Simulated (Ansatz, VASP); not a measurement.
## Two plane-wave programs on TiO2

```
Ti O
1.0
     6.15358   -1.88347    0.00000
     6.15358    1.88347    0.00000
    -1.92833    0.00000    6.32897
Ti O
4 8
Direct
  0.90007 0.90007 0.28960
  0.19529 0.19529 0.28376
  0.09993 0.09993 0.71040
  0.80471 0.80471 0.71624
  0.36193 0.36193 0.29340
  0.26349 0.26349 0.65250
  0.86719 0.86719 0.99529
  0.73651 0.73651 0.34750
  0.94165 0.94165 0.63002
  0.13281 0.13281 0.00471
  0.63807 0.63807 0.70660
  0.05835 0.05835 0.36998
```

Alike in both runs: functional PBEsol; k mesh 8 × 8 × 4; occupations fermi-dirac, width 0.05 eV; no spin polarisation.

```csv
,VASP,Ansatz
version,VASP 6.6.1,Ansatz 0.2.0
potentials or method,"VASP PAW PBE potentials, release 64 (Ti_sv, O)",Ansatz PAW
plane-wave cutoff (eV),520,420
valence electrons in the cell,96,96
task,single point,band structure
```

```tsv
	VASP	Ansatz	Ansatz less VASP
gap on the k mesh at the Fermi level (eV)	2.70	2.72	+0.022
least direct gap on the mesh (eV)	2.87	2.89	+0.021
pressure (GPa)	-6.1	-6.7	-0.61
traceless stress, the component that is largest in VASP (GPa)	0.19	0.28	+0.086
rms of the force components (eV/Å)	0.051	0.065	+0.0148
```

VASP's potentials were made for PBE, not for PBEsol. Atom by atom the forces differ by 0.024 eV/Å (rms over components). With one functional, cell and mesh, what is left measures potentials, basis and numerics.
